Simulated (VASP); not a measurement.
A run of VASP 6.6.1:

File INCAR:

```
ALGO = Normal
EDIFF = 1E-6
ENCUT = 520
ISIF = 2
ISMEAR = 0
LASPH = True
LCHARG = True
LELF = True
LREAL = False
LVHAR = True
LWAVE = False
NBANDS = 16
NELM = 80
PREC = Accurate
SIGMA = 0.02
```

KPOINTS

```
k-points
0
Gamma
  12 12 6
```

POSCAR

```
Si
1.0
    3.8016851345      0.0000000000      0.0000000000
   -1.9008425673      3.2923559037      0.0000000000
    0.0000000000      0.0000000000      6.2886938849
Si
4
Direct
    0.3333333333      0.6666666667      0.0630360465
    0.6666666667      0.3333333333      0.5630360465
    0.3333333333      0.6666666667      0.4369639535
    0.6666666667      0.3333333333      0.9369639535
```

Potentials or basis: VASP PAW LDA potentials, release 64 (Si).

Command:

```console
$ cat potpaw_LDA.64/Si/POTCAR > POTCAR
$ mpirun -np 1 vasp_std > vasp.out
```

Hardware: 1 thread of AMD EPYC 7R13 Processor (Zen 3), with other jobs on the host.

Problem. Estimate the wall time of this run.

Solution. Run time: 52 s on 1 thread of AMD EPYC 7R13 Processor (Zen 3), on a shared host, peak memory 0.16 GiB. Counts: scf iterations 12, k points 76.
